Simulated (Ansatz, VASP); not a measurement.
# W: VASP beside Ansatz

```xyz
4
Lattice="-1.5772 1.5772 -1.5772 -1.5772 -1.5772 1.5772 -1.2617 6.3087 6.3087" Properties=species:S:1:pos:R:3 pbc="T T T"
W     0.0000    5.5201    5.5201
W    -1.5772    0.7886    0.7886
W     0.0000    2.3658    2.3658
W    -1.5772    3.9430    3.9430
```

Alike in both runs: task single point; functional PBEsol; k mesh 23 × 23 × 7; occupations gaussian, width 0.15 eV; no spin polarisation.

|  | VASP | Ansatz |
| --- | --- | --- |
| version | VASP 6.6.1 | Ansatz 0.2.0 |
| potentials or method | VASP PAW PBE potentials, release 64 (W_sv), cutoff 520 eV | scalar-relativistic, plane waves, PAW |
| valence electrons in the cell | 56 | 56 |

|  | VASP | Ansatz | Ansatz less VASP |
| --- | --- | --- | --- |
| gap on the k mesh at the Fermi level (eV) | none | none | - |
| pressure (GPa) | 11.7 | 10.4 | -1.29 |
| traceless stress, the component that is largest in VASP (GPa) | 13.80 | 12.81 | -0.991 |
| rms of the force components (eV/Å) | 2.283 | 2.148 | -0.1351 |

VASP's potentials were made for PBE, not for PBEsol. Atom by atom the forces differ by 0.137 eV/Å (rms over components). A gap of «none» marks a metal or a gap that the smearing closes.

Spin-orbit coupling is off throughout.
